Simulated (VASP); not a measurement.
**CaTi3Se4: single point with PBE**

CaTi3Se4:

```
CELL_PARAMETERS angstrom
6.03501 0.00000 0.00000
0.00000 6.03501 0.00000
0.00000 0.00000 6.03501
ATOMIC_POSITIONS crystal
Ca 0.50000 0.50000 0.50000
Ti 0.00000 0.00000 0.50000
Ti 0.00000 0.50000 0.00000
Ti 0.50000 0.00000 0.00000
Se 0.22911 0.22911 0.22911
Se 0.22911 0.77089 0.77089
Se 0.77089 0.22911 0.77089
Se 0.77089 0.77089 0.22911
```

| Item | Value |
| --- | --- |
| Program | VASP 6.6.1 |
| Task | single point |
| Functional | PBE |
| Potentials or basis | VASP PAW PBE potentials, release 64 (Ca_sv, Ti_sv, Se) |
| Cutoff | 520 eV |
| k mesh | 4 × 4 × 4 |
| Occupations | gaussian, width 0.1 eV |
| Spin | collinear spin |
| Starting moments | [0.0, 1.0, 1.0, 1.0, 0.0, 0.0, 0.0, 0.0] μB |

```
Pressure                                              : 0.1 GPa
Largest force                                         : 0.040 eV/Å
Band gap on the k mesh                                : zero (filled and empty bands overlap)
Net moment                                            : 6.00 μB per cell
Site moments                                          : Ca +0.06; Ti +1.48; Se -0.05 μB
Valence electrons inside the program's atomic spheres : Ca 8.15; Ti 10.22; Se 3.94
```

Forces in eV/Å, atoms in the order of the input:
```
Ca   0.000  0.000  0.000
Ti   0.000  0.000  0.000
Ti   0.000  0.000  0.000
Ti   0.000  0.000  0.000
Se  -0.023 -0.023 -0.023
Se  -0.023  0.023  0.023
Se   0.023 -0.023  0.023
Se   0.023  0.023 -0.023
```

Levels at points of the mesh, in eV from the Fermi level:
Spin up:
```csv
k point,band 35,band 36,band 37,band 38,band 39,band 40,band 41,band 42
"(0.00, 0.00, 0.00)",-0.82,-0.27,-0.27,-0.16,-0.16,0.11,0.13,0.64
"(0.50, 0.00, 0.00)",-0.69,-0.34,-0.33,-0.15,0.03,0.27,0.77,0.93
"(0.50, 0.50, 0.00)",-0.29,-0.10,-0.08,-0.08,0.15,0.46,0.46,0.62
"(0.50, 0.50, 0.50)",-0.14,-0.12,-0.12,-0.12,0.44,0.66,0.66,0.66
```
Spin down:
```
           k point  band 28  band 29  band 30  band 31  band 32  band 33  band 34  band 35  band 36  band 37
(0.00, 0.00, 0.00)    -3.49    -3.49    -3.07    -3.07    -3.07     0.14     0.14     0.14     0.92     1.09
(0.50, 0.00, 0.00)    -3.72    -3.53    -3.53    -3.08    -3.08     0.26     0.26     0.63     0.82     0.86
(0.50, 0.50, 0.00)    -3.48    -3.48    -3.45    -3.13    -3.13     0.99     0.99     1.03     1.09     1.16
(0.50, 0.50, 0.50)    -3.36    -3.36    -3.07    -3.07    -3.07     1.08     1.08     1.08     1.44     1.44
```

It took 11 min on 1 thread of Oxide Virtual Turin-like Processor (shared host), peak memory 0.47 GiB.
